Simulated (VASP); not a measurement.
Wanted: the native input for a VASP 6.6.1 run.

```
Task                   : relaxation of shape and atoms at fixed volume
Functional             : PBE
Potentials or basis    : VASP PAW PBE potentials, release 64 (Te)
Cutoff                 : 600 eV
k mesh                 : 15 × 15 × 13
Occupations            : fermi-dirac, width 0.1 eV
Spin                   : no spin polarisation
Dipole correction      : no
Further INCAR settings : ALGO = Normal; EDIFF = 1e-07; IBRION = 2; EDIFFG = -0.005; NSW = 50; ISIF = 4
```

The structure of Te lies in POSCAR:

```
Te
1.0
    2.4961926750      0.0000000000      0.0000000000
   -1.2480963375      2.1617662693      0.0000000000
    0.0000000000      0.0000000000      2.3069196081
Te
1
Direct
    0.0000000000      0.0000000000      0.0000000000
```

This isn't the form of Te at room conditions, which is trigonal, of chains.

The input as run:

INCAR

```
ALGO = Normal
EDIFF = 1E-7
EDIFFG = -0.005
ENCUT = 600
GGA = PE
IBRION = 2
ISIF = 4
ISMEAR = -1
LASPH = T
LCHARG = F
LREAL = F
LWAVE = F
NELM = 60
NSW = 50
PREC = Accurate
SIGMA = 0.1
```

KPOINTS

```
k-points
0
Gamma
  15 15 13
```

Potentials or basis: VASP PAW PBE potentials, release 64 (Te).

Launch:

```sh
$ cat potpaw_PBE.64/Te/POTCAR > POTCAR
$ mpirun -np 1 vasp_std > vasp.out
```

Results of the run:

```yaml
Energy_gained_by_relaxing: 9.3 meV/atom
Ionic_steps: 14
Pressure_after_relaxing: 361.0 GPa
Band_gap_on_the_k_mesh: zero (bands 3 and 4 overlap by 14.81 eV)
```

Caveat: spin-orbit coupling is left out, which moves the levels of the heavy elements.

Run time: 49 s on 1 thread of Intel(R) Xeon(R) Platinum 8488C (Sapphire Rapids), on a shared host, peak memory 0.13 GiB.
